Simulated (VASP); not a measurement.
Write the native input for VASP 6.6.1 that does the following.

| Property | Result |
| --- | --- |
| Task | single point |
| Functional | PBE |
| Potentials or basis | VASP PAW PBE potentials, release 64 (Na_pv, H) |
| Cutoff | 520 eV |
| k mesh | 6 × 6 × 6 |
| Occupations | gaussian, width 0.01 eV |
| Spin | no spin polarisation |
| Dipole correction | no |
| Further INCAR settings | ALGO = Normal; EDIFF = 1e-07; NBANDS = 11 |

The structure of NaH lies in POSCAR:

```
NaH
1.0
    0.0000000000      2.5969210561      2.7007978983
    2.5969210561      0.0000000000      2.7007978983
    2.5969210561      2.5969210561      0.0000000000
Na H
1 1
Direct
    0.0000000000      0.0000000000      0.0000000000
    0.2500000000      0.2500000000      0.2500000000
```

This cell differs from its parent crystal: uniaxial z strain +4.0%.

The input as run:

INCAR

```
PREC = Accurate ; ENCUT = 520
EDIFF = 1E-7 ; ISMEAR = 0
SIGMA = 0.01 ; LREAL = F
LASPH = T ; NELM = 80
ALGO = Normal ; ISIF = 2
LWAVE = F ; LCHARG = T
GGA = PE ; LELF = T
LVHAR = T ; NBANDS = 11
```

KPOINTS

```
Automatic mesh
0
Gamma
  6 6 6
```

Potentials or basis: VASP PAW PBE potentials, release 64 (Na_pv, H).

Run with:

```sh
$ cat potpaw_PBE.64/Na_pv/POTCAR potpaw_PBE.64/H/POTCAR > POTCAR
$ mpirun -np 1 vasp_std > vasp.out
```

Results of the run:

| Quantity | Value |
| --- | --- |
| Pressure | -0.5 GPa |
| Band gap on the k mesh | 3.56 eV, indirect (least direct gap 4.26 eV) |

Caveat: the cell differs from its parent crystal (uniaxial z strain +4.0%).

Run time: 11 s on 1 thread of Intel(R) Xeon(R) Platinum 8375C CPU @ 2.90GHz (Ice Lake), with other jobs on the host, peak memory 0.15 GiB.
